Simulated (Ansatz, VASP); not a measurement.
# Two plane-wave programs on TiO2

```
Ti O
1.0
     4.59984    0.00000    0.00000
     0.00000    4.59984    0.00000
     0.00000    0.00000    2.95921
Ti O
2 4
Direct
  0.00000 0.00000 0.50000
  0.50000 0.50000 0.00000
  0.30432 0.30432 0.50000
  0.19568 0.80432 0.00000
  0.80432 0.19568 0.00000
  0.69568 0.69568 0.50000
```

Alike in both runs: task relaxation of cell and atoms; functional PBEsol; k mesh 6 × 6 × 9; occupations fermi-dirac, width 0.05 eV; no spin polarisation; Hubbard terms Ti d U = 6.0 eV.

|  | VASP | Ansatz |
| --- | --- | --- |
| version | VASP 6.6.1 | Ansatz 0.2.0 |
| potentials or method | VASP PAW PBE potentials, release 64 (Ti_sv, O) | Ansatz PAW |
| plane-wave cutoff (eV) | 600 | 420 |
| valence electrons in the cell | 48 | 48 |

Ansatz gave:

- gap on the k mesh at the Fermi level, each at its own relaxed structure (eV): 2.54
- relaxed volume (Å³/atom): 10.55
- relaxed length of the cell vector where the two differ most in proportion (Å): 4.591

What did VASP give for the same quantities?

gap on the k mesh at the Fermi level, each at its own relaxed structure (eV): 2.51; relaxed volume (Å³/atom): 10.80; relaxed length of the cell vector where the two differ most in proportion (Å): 4.634.

VASP's potentials were made for PBE, not for PBEsol. The programs project onto different local orbitals, so the same U acts differently, and such runs can settle in different states.

Noted on Ansatz's run: odd divisions of the mesh miss points on the zone boundary, where band edges often lie, so the gap on the mesh can be too wide; the plane-wave basis is chosen anew once the cell has moved, so the energies of steps on either side of that aren't comparable.
